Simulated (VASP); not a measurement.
Here is a VASP 6.6.1 calculation.

The input INCAR:

```
SYSTEM = PtSe2
  PREC = Accurate
  ENCUT = 520
  EDIFF = 1E-7
  ISMEAR = 0
  SIGMA = 0.022
  LREAL = .FALSE.
  LASPH = .TRUE.
  NELM = 100
  ALGO = Normal
  ISIF = 2
  LWAVE = .FALSE.
  LCHARG = .FALSE.
  GGA = PE
  NBANDS = 18
```

File KPOINTS:

```
Automatic mesh
0
G
  8 8 5
  0 0 0
```

Contents of POSCAR:

```
PtSe2
1.0
    3.7240000000      0.0000000000      0.0000000000
   -1.8620000000      3.2250786037      0.0000000000
    0.0000000000      0.0000000000      5.0620000000
Pt Se
1 2
Direct
    0.0000000000      0.0000000000      0.0000000000
    0.6666666667      0.3333333333      0.7500000000
    0.3333333333      0.6666666667      0.2500000000
```

Potentials or basis: VASP PAW PBE potentials, release 64 (Pt, Se).

Launch:

```bash
$ cat potpaw_PBE.64/Pt/POTCAR potpaw_PBE.64/Se/POTCAR > POTCAR
$ mpirun -np 1 vasp_std > vasp.out
```

Predict the largest force.

0.575 eV/Å.

Estimate the pressure.

7.3 GPa.

Stress tensor (GPa, compression positive):
```
7.89 0.00 0.00
0.00 7.89 0.00
0.00 0.00 6.16
```
